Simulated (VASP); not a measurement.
Set up this calculation in VASP 6.6.1, as the native input.

```
Task                   : single point
Functional             : r2SCAN
Potentials or basis    : VASP PAW PBE potentials, release 64 (Zr_sv, B)
Cutoff                 : 520 eV
k mesh                 : 11 × 11 × 9
Occupations            : fermi-dirac, width 0.1 eV
Spin                   : no spin polarisation
Dipole correction      : no
Further INCAR settings : ALGO = Normal; EDIFF = 1e-06; NBANDS = 16
```

ZrB2:

```xyz
3
Lattice="3.1672 0.0000 0.0000 -1.5836 2.7429 0.0000 0.0000 0.0000 3.5526" Properties=species:S:1:pos:R:3 pbc="T T T"
Zr    0.0000    0.0000    0.0000
B     0.0000    1.8286    1.7763
B     1.5836    0.9143    1.7763
```

These files were run (other wordings do the same):

POSCAR

```
ZrB2
1.0
    3.1672097666      0.0000000000      0.0000000000
   -1.5836048833      2.7428841170      0.0000000000
    0.0000000000      0.0000000000      3.5525817905
Zr B
1 2
Direct
    0.0000000000      0.0000000000      0.0000000000
    0.3333333333      0.6666666667      0.5000000000
    0.6666666667      0.3333333333      0.5000000000
```

INCAR.step1

```
ALGO = Normal
EDIFF = 1E-4
ENCUT = 520
GGA = PE
ISMEAR = -1
LASPH = T
LCHARG = F
LREAL = F
LWAVE = T
NBANDS = 16
NELM = 100
PREC = Accurate
SIGMA = 0.1
```

INCAR.step2

```
ALGO = Normal
EDIFF = 1E-6
ENCUT = 520
ISIF = 2
ISMEAR = -1
ISTART = 1
LASPH = T
LCHARG = F
LMIXTAU = T
LREAL = F
LWAVE = F
METAGGA = R2SCAN
NBANDS = 16
NELM = 100
PREC = Accurate
SIGMA = 0.1
```

KPOINTS

```
k-points
0
Gamma
  11 11 9
```

Potentials or basis: VASP PAW PBE potentials, release 64 (Zr_sv, B).

Command:

```sh
$ cat potpaw_PBE.64/Zr_sv/POTCAR potpaw_PBE.64/B/POTCAR > POTCAR
$ cp INCAR.step1 INCAR
$ mpirun -np 1 vasp_std > vasp.out
$ cp INCAR.step2 INCAR
$ mpirun -np 1 vasp_std > vasp.out
```

It gave:

- Pressure: 0.0 GPa
- Band gap on the k mesh: zero (band 9 reaches 11.47 eV, above the bottom of band 10 at 10.11 eV)

Caveat: the PAW data sets were made with another functional, which shifts forces and pressure a little.

It took 91 s on 1 thread of AMD EPYC 9R45 96-Core Processor (Zen 5), with other jobs on the host, peak memory 0.14 GiB.
